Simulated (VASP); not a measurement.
Write the native input for VASP 6.6.1 that does the following.

- Task: single point
- Functional: PBE
- Potentials or basis: VASP PAW PBE potentials, release 64 (Zr_sv)
- Cutoff: 520 eV
- k mesh: 14 × 14 × 14
- Occupations: fermi-dirac, width 0.05 eV
- Spin: collinear spin
- Starting moments: [1.0] μB
- Dipole correction: no
- Further INCAR settings: ALGO = Normal; EDIFF = 1e-07; NBANDS = 16

The structure of Zr lies in POSCAR:

```
Zr
1.0
    0.0000000000      2.1666120529      2.1666120529
    2.1666120529      0.0000000000      2.1666120529
    2.1666120529      2.1666120529      0.0000000000
Zr
1
Direct
    0.0000000000      0.0000000000      0.0000000000
```

This isn't the form of Zr at room conditions, which is hcp.

The input as run:

INCAR

```
SYSTEM = Zr
PREC     = Accurate       ! precision mode
ENCUT    = 520            ! plane-wave cutoff, eV
EDIFF    = 1E-7           ! SCF threshold, eV
ISMEAR   = -1             ! smearing method
SIGMA    = 0.05           ! smearing width, eV
LREAL    = .False.        ! projectors in reciprocal space
LASPH    = .True.         ! aspherical terms in the spheres
NELM     = 150            ! most SCF steps
ALGO     = Normal         ! electronic algorithm
ISIF     = 2              ! what is computed and relaxed
LWAVE    = .False.        ! write WAVECAR
LCHARG   = .False.        ! write CHGCAR
ISPIN    = 2              ! spin polarisation
MAGMOM   = 1              ! initial moments
LORBIT   = 11             ! projections on sites
LMAXMIX  = 4              ! l up to which the mixer works
GGA      = PE             ! functional
NBANDS   = 16             ! bands
```

KPOINTS

```
Automatic mesh
0
Gamma
  14 14 14
  0 0 0
```

Potentials or basis: VASP PAW PBE potentials, release 64 (Zr_sv).

Run with:

```bash
$ cat potpaw_PBE.64/Zr_sv/POTCAR > POTCAR
$ mpirun -np 1 vasp_std > vasp.out
```

It gave:

The pressure is 14.7 GPa, the band gap on the k mesh is zero (filled and empty bands overlap) and the net moment is 0.00 μB per cell. The valence electrons inside the program's atomic spheres are Zr 10.02.

Caveat: the cell stands under pressure.

It took 68 s on 1 thread of Intel Xeon 8259CL (shared host), peak memory 0.18 GiB.
